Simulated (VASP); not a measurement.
# Cu (Fm-3m) in VASP: single point with PBE

Aim: the single point of Cu with PBE.

Everything below comes from runs of VASP 6.6.1. Logs are shortened: lines on timing, memory, paths and dates and some standing lists are left out, and cuts for length are marked.

## (1) The cell of the first run

It takes space group Fm-3m (No. 225, cubic). Conventional cell: a = 3.630 Å, b = 3.630 Å, c = 3.630 Å, α = 90.00°, β = 90.00°, γ = 90.00°. Cu (site symmetry m-3m) has 12 Cu at 2.57 Å within 3.4 Å.

## (2) Single point, PBE

INCAR reads:

```
PREC = Accurate
ENCUT = 520
EDIFF = 1E-7
ISMEAR = -1
SIGMA = 0.1
LREAL = False
LASPH = True
NELM = 80
ALGO = Normal
ISIF = 2
LWAVE = False
LCHARG = False
GGA = PE
NBANDS = 24
```

KPOINTS reads:

```
Automatic mesh
0
Gamma
  15 15 5
```

POSCAR reads:

```
Cu
1.0
    0.0000000000      1.8147994276     -1.8147994276
   -1.8147994276      0.0000000000      1.8147994276
    3.6295988553      3.6295988553      3.6295988553
Cu
3
Direct
    0.0000000000      0.0000000000      0.0000000000
    0.3333333330      0.6666666670      0.3333333330
    0.6666666670      0.3333333330      0.6666666670
```

Potentials or basis: VASP PAW PBE potentials, release 64 (Cu).

Command:

```sh
$ cat potpaw_PBE.64/Cu/POTCAR > POTCAR
$ mpirun -np 1 vasp_std > vasp.out
```

OUTCAR:

```text
PREC = Accurate
   ENCUT = 520
   EDIFF = 1E-7
   ISMEAR = -1
   LREAL = False
   LASPH = True
   NELM = 80
   ISIF = 2
   GGA = PE

 ion  position               nearest neighbor table
   1  0.000  0.000  0.000-   2 2.57   3 2.57   3 2.57   2 2.57   3 2.57   2 2.57
   2  0.333  0.667  0.333-   1 2.57   1 2.57   1 2.57   3 2.57   3 2.57   3 2.57
   3  0.667  0.333  0.667-   1 2.57   1 2.57   1 2.57   2 2.57   2 2.57   2 2.57

  LATTYP: Found a hexagonal cell.
 ALAT       =     2.5665139635
 C/A-ratio  =     2.4494897429

  Lattice vectors:

 A1 = (   0.0000000000,   1.8147994276,  -1.8147994276)
 A2 = (  -1.8147994276,   0.0000000000,   1.8147994276)
 A3 = (   3.6295988553,   3.6295988553,   3.6295988553)

Analysis of symmetry for initial positions (statically):
=====================================================================
 Subroutine PRICEL returns following result:

  LATTYP: Found a face centered cubic cell.
 ALAT       =     3.6295988516

  Lattice vectors:

 A1 = (   1.8147994258,   1.8147994258,   0.0000000000)
 A2 = (  -0.0000000018,   1.8147994258,   1.8147994276)
 A3 = (   1.8147994313,   0.0000000037,   1.8147994276)

   3 primitive cells build up your supercell.

 Routine SETGRP: Setting up the symmetry group for a
 hexagonal supercell.

 Subroutine GETGRP returns: Found 12 space group operations
 (whereof 12 operations were pure point group operations)
 out of a pool of 24 trial point group operations.

The static configuration has the point symmetry D_3d.

Analysis of symmetry for dynamics (positions and initial velocities):
=====================================================================
 Subroutine PRICEL returns following result:

  LATTYP: Found a face centered cubic cell.
 ALAT       =     3.6295988516

  Lattice vectors:

 A1 = (   1.8147994258,   1.8147994258,   0.0000000000)
 A2 = (  -0.0000000018,   1.8147994258,   1.8147994276)
 A3 = (   1.8147994313,   0.0000000037,   1.8147994276)

   3 primitive cells build up your supercell.

 Routine SETGRP: Setting up the symmetry group for a
 hexagonal supercell.

 Subroutine GETGRP returns: Found 12 space group operations
 (whereof 12 operations were pure point group operations)
 out of a pool of 24 trial point group operations.

The dynamic configuration has the point symmetry D_3d.

 Subroutine INISYM returns: Found 12 space group operations
 (whereof 12 operations are pure point group operations),
 and found     3 'primitive' translations

----------------------------------------------------------------------------------------

                                     Primitive cell

  volume of cell :      11.9541

  direct lattice vectors                    reciprocal lattice vectors
     1.814799426  1.814799426  0.000000000     0.275512540  0.275512541 -0.275512541
    -0.000000002  1.814799426  1.814799428    -0.275512540  0.275512540  0.275512540
     1.814799431  0.000000004  1.814799428     0.275512540 -0.275512540  0.275512540

  length of vectors
     2.566513961  2.566513962  2.566513966     0.477201718  0.477201718  0.477201718

  position of ions in fractional coordinates (direct lattice)
     0.000000000  0.000000000  0.000000000

  ion indices of the primitive-cell ions
   primitive index   ion index
                 1           1

----------------------------------------------------------------------------------------

 KPOINTS: Automatic mesh

Automatic generation of k-mesh.
 Grid dimensions read from file:
 generate k-points for:   15   15    5

 Generating k-lattice:

  Cartesian coordinates                     Fractional coordinates (reciprocal lattice)
    -0.012245002  0.024490004 -0.012245002     0.066666667  0.000000000  0.000000000
    -0.024490004  0.012245002  0.012245002     0.000000000  0.066666667  0.000000000
     0.018367503  0.018367503  0.018367503     0.000000000  0.000000000  0.200000000

  Length of vectors
     0.029994006  0.029994006  0.031813448

  Shift w.r.t. Gamma in fractional coordinates (k-lattice)
     0.000000000  0.000000000  0.000000000

 Subroutine IBZKPT returns following result:
 ===========================================

 Found    119 irreducible k-points:

 Following reciprocal coordinates:
            Coordinates               Weight
  0.000000  0.000000  0.000000      1.000000
  0.066667  0.000000  0.000000      6.000000
  0.133333  0.000000  0.000000      6.000000
  0.200000  0.000000  0.000000      6.000000
  0.266667  0.000000  0.000000      6.000000
  0.333333  0.000000  0.000000      6.000000
[... 16 lines left out ...]
  0.333333  0.200000  0.000000     12.000000
  0.400000  0.200000  0.000000      6.000000
 [... further k-points ...]
   k-points           NKPTS =    119   k-points in BZ     NKDIM =    119   number of bands    NBANDS=     24
   number of dos      NEDOS =    301   number of ions     NIONS =      3
   total plane-waves  NPLWV =  19200
   dimension x,y,z NGX =    20 NGY =   20 NGZ =   48
   dimension x,y,z NGXF=    40 NGYF=   40 NGZF=   96
   ions per type =               3
   NGX,Y,Z   is equivalent  to a cutoff of  12.95, 12.95, 12.69 a.u.
   NGXF,Y,Z  is equivalent  to a cutoff of  25.91, 25.91, 25.39 a.u.
 SYSTEM =  unknown system
   PREC   = accura    normal or accurate (medium, high low for compatibility)
   ISTART =      0    job   : 0-new  1-cont  2-samecut
   ICHARG =      2    charge: 1-file 2-atom 10-const
   ISPIN  =      1    spin polarized calculation?
   LNONCOLLINEAR =      F non collinear calculations
   LSORBIT =      F    spin-orbit coupling
   LASPH  =      T    aspherical Exc in radial PAW
   ENCUT  =  520.0 eV  38.22 Ry    6.18 a.u.   4.77  4.77 11.69*2*pi/ulx,y,z
   NELM   =     80;   NELMIN=  2; NELMDL= -5     # of ELM steps
   EDIFF  = 0.1E-06   stopping-criterion for ELM
   LREAL  =      F    real-space projection
   EDIFFG = 0.1E-05   stopping-criterion for IOM
   NSW    =      0    number of steps for IOM
   IBRION =     -1    ionic relax: 0-MD 1-quasi-New 2-CG
   NFREE  =      0    steps in history (QN), initial steepest desc. (CG)
   ISIF   =      2    stress and relaxation
   ISYM   =      2    0-nonsym 1-usesym 2-fastsym
   POTIM  = 0.5000    time-step for ionic-motion
   TEBEG  =    0.0;   TEEND  =   0.0 temperature during run
   PSTRESS=    0.0 pullay stress
   NELECT =      33.0000    total number of electrons
   NUPDOWN=      -1.0000    fix difference up-down
   EMIN   =  10.00;   EMAX   =-10.00  energy-range for DOS
   EFERMI =   0.00;   METHOD = LEGACY
   ISMEAR =    -1;   SIGMA  =   0.10  broadening in eV -4-tet -1-fermi 0-gaus
   EFERMI_NEDOS =   21; number of points for ismear=-14 and -15
   IALGO  =     38    algorithm
   IMIX   =      4    mixing-type and parameters
     AMIX     =   0.40;   BMIX     =  1.00
     AMIX_MAG =   1.60;   BMIX_MAG =  1.00
  volume/ion in A,a.u.               =      11.95        80.67
  Fermi-wavevector in a.u.,A,eV,Ry     =   1.592333  3.009072 34.497882  2.535523
  Thomas-Fermi vector in A             =   2.690734
   LORBIT       =      0    0 simple, 1 ext, 2 COOP (PROOUT), +10 PAW based schemes
   GGA     = PE    functional components
[... 5 lines left out ...]
 non-spin polarized calculation
  energy-cutoff  :      520.00
  volume of cell :       35.86
 maximum number of plane-waves:       979
   NGX =  9   NGY =  9   NGZ = 23

 number of electron      33.0000015 magnetization

 Free energy of the ion-electron system (eV)
  ---------------------------------------------------
  ext. energy  EPLUGINS =         0.00000000
  ---------------------------------------------------
  free energy    TOTEN  =       -11.20030689 eV

  energy without entropy =      -11.17376107  energy(sigma->0) =      -11.18703398

 E-fermi :   7.4821     XC(G=0): -12.6559

 val. band max:        7.4472927165   @ k =   0.2000   0.1333   0.0000
 cond. band min:       7.4989683614   @ k =   0.4667   0.0000   0.2000
 fundamental gap:      0.0516756449
 Fermi energy:         7.4820915487

 k-point     1 :       0.0000    0.0000    0.0000
  band No.  band energies     occupation
      1      -1.8230      2.00000
      2       1.5201      2.00000
      3       1.5201      2.00000
      4       4.4437      2.00000
      5       4.4437      2.00000
      6       4.4464      2.00000
[... 16 lines left out ...]
     23      29.6032      0.00000
     24      29.6034      0.00000

 k-point     2 :       0.0667    0.0000    0.0000
  band No.  band energies     occupation
      1      -1.6803      2.00000
      2       1.6324      2.00000
      3       1.6342      2.00000
      4       4.3162      2.00000
      5       4.3382      2.00000
      6       4.4106      2.00000
[... 16 lines left out ...]
     23      28.2051      0.00000
     24      29.1394      0.00000

 k-point     3 :       0.1333    0.0000    0.0000
  band No.  band energies     occupation
      1      -1.2580      2.00000
      2       1.9421      2.00000
      3       1.9606      2.00000
      4       4.0304      2.00000
      5       4.1417      2.00000
      6       4.3202      2.00000
[... 16 lines left out ...]
     23      26.3887      0.00000
     24      26.4890      0.00000

 k-point     4 :       0.2000    0.0000    0.0000
  band No.  band energies     occupation
      1      -0.5766      2.00000
      2       2.3478      2.00000
      3       2.4359      2.00000
      4       3.7386      2.00000
      5       3.9870      2.00000
      6       4.1982      2.00000
[... 16 lines left out ...]
     23      23.6142      0.00000
     24      24.1968      0.00000

 k-point     5 :       0.2667    0.0000    0.0000
  band No.  band energies     occupation
      1       0.3170      2.00000
      2       2.6424      2.00000
      3       2.8984      2.00000
      4       3.4936      2.00000
      5       3.9687      2.00000
      6       4.0858      2.00000
[... 451 lines left out ...]
 k-point    22 :       0.2667    0.2000    0.0000
  band No.  band energies     occupation
      1       2.4447      2.00000
      2       3.0974      2.00000
      3       3.2879      2.00000
      4       3.4567      2.00000
      5       3.6533      2.00000
      6       3.9523      2.00000
[... 16 lines left out ...]
     23      19.5206      0.00000
     24      19.5509      0.00000

 k-point    23 :       0.3333    0.2000    0.0000
  band No.  band energies     occupation
      1       3.0321      2.00000
      2       3.0434      2.00000
      3       3.3457      2.00000
      4       3.3540      2.00000
      5       3.7084      2.00000
      6       4.0256      2.00000
[... 16 lines left out ...]
     23      19.0943      0.00000
     24      19.1306      0.00000

 k-point    24 :       0.4000    0.2000    0.0000
  band No.  band energies     occupation
      1       3.0215      2.00000
      2       3.2772      2.00000
      3       3.2773      2.00000
      4       3.3181      2.00000
      5       3.8485      2.00000
      6       3.8485      2.00000
[... 16 lines left out ...]
     23      18.9700      0.00000
     24      18.9700      0.00000

 [... further k-points ...]

------------------------ aborting loop because EDIFF is reached ----------------------------------------

  FORCE on cell =-STRESS in cart. coord.  units (eV):
  Direction    XX          YY          ZZ          XY          YZ          ZX
  --------------------------------------------------------------------------------------
  -------------------------------------------------------------------------------------
  Total        0.1246833      0.1246833      0.1246833      0.0531693      0.0531693      0.0531693
  in kB        5.5703420      5.5703420      5.5703420      2.3753861      2.3753861      2.3753861
  external PRESSURE =       5.5703420 kB  Pullay stress =       0.0000000 kB

 VOLUME and BASIS-vectors are now :
 -----------------------------------------------------------------------------
  energy-cutoff  :      520.00
  volume of cell :       35.86
      direct lattice vectors                 reciprocal lattice vectors
     0.000000000  1.814799428 -1.814799428    -0.183675027  0.367350053 -0.183675027
    -1.814799428  0.000000000  1.814799428    -0.367350053  0.183675027  0.183675027
     3.629598855  3.629598855  3.629598855     0.091837513  0.091837513  0.091837513

 POSITION                                       TOTAL-FORCE (eV/Angst)
 -----------------------------------------------------------------------------------
      0.00000      0.00000      0.00000         0.000000      0.000000      0.000000
     -0.00000      1.81480      1.81480        -0.000000     -0.000000     -0.000000
      1.81480      3.62960      1.81480         0.000000     -0.000000     -0.000000
 -----------------------------------------------------------------------------------
    total drift:                                0.000000     -0.000000      0.000000

  FREE ENERGIE OF THE ION-ELECTRON SYSTEM (eV)
  ---------------------------------------------------
  free  energy   TOTEN  =       -11.2003068908 eV

  energy  without entropy=      -11.1737610723  energy(sigma->0) =      -11.18703398
```

Wall time 41 s (1 thread of Intel Xeon 6975P-C (Granite Rapids), shared host); peak memory 0.2 GiB.

Results:

```
Free energy : -11.2003 eV
Pressure    : 0.6 GPa
```

Levels at points of the mesh, in eV from the Fermi level:
| k point | band 14 | band 15 | band 16 | band 17 | band 18 | band 19 | band 20 | band 21 |
| --- | --- | --- | --- | --- | --- | --- | --- | --- |
| (0.00, 0.00, 0.00) | -2.23 | -1.94 | -1.94 | -1.94 | -1.94 | 8.49 | 8.49 | 21.65 |
